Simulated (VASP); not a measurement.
Set up this calculation in VASP 6.6.1, as the native input.

```yaml
Task: single point
Functional: PBE
Potentials_or_basis: VASP PAW PBE potentials, release 64 (Ti_sv, O)
Cutoff: 520 eV
k_mesh: 6 × 6 × 10
Occupations: gaussian, width 0.02 eV
Spin: no spin polarisation
Hubbard_terms: Ti d U = 4.0 eV
Dipole_correction: no
Further_INCAR_settings: ALGO = Normal; EDIFF = 1e-06; NBANDS = 33
```

The structure of TiO2 lies in POSCAR:

```
TiO2
1.0
    4.8491657601      0.0000000000      0.0000000000
    0.0000000000      4.8491657601      0.0000000000
    0.0000000000      0.0000000000      2.9249476572
Ti O
2 4
Direct
    0.5000000000      0.5000000000      0.0000000000
    0.0000000000      0.0000000000      0.5000000000
    0.6921752095      0.6921752095      0.5000000000
    0.8078247905      0.1921752095      0.0000000000
    0.1921752095      0.8078247905      0.0000000000
    0.3078247905      0.3078247905      0.5000000000
```

This cell differs from its parent crystal: biaxial strain in the a-b plane: +4.5 %.

The input as run:

INCAR

```
PREC = Accurate ; ENCUT = 520
EDIFF = 1E-6 ; ISMEAR = 0
SIGMA = 0.02 ; LREAL = F
LASPH = T ; NELM = 150
ALGO = Normal ; ISIF = 2
LWAVE = F ; LCHARG = F
LMAXMIX = 4 ; LDAU = T
LDAUTYPE = 2 ; LDAUL = 2 -1
LDAUU = 4 0 ; LDAUJ = 0 0
LDAUPRINT = 1 ; GGA = PE
NBANDS = 33
```

KPOINTS

```
Automatic mesh
0
Gamma
  6 6 10
```

Potentials or basis: VASP PAW PBE potentials, release 64 (Ti_sv, O).

The run is started by

```bash
$ cat potpaw_PBE.64/Ti_sv/POTCAR potpaw_PBE.64/O/POTCAR > POTCAR
$ mpirun -np 1 vasp_std > vasp.out
```

It gave:

```json
{"Pressure": "-4.5 GPa", "Largest force": "0.080 eV/Å", "Band gap on the k mesh": "2.32 eV (least direct gap 2.34 eV)"}
```

Caveat: the cell differs from its parent crystal (biaxial strain in the a-b plane: +4.5 %); the stress differs along the axes, from -10 to 6 GPa.

Wall time 60 s on 1 thread of AMD EPYC 9R45 96-Core Processor (Zen 5), with other jobs on the host, peak memory 0.21 GiB.
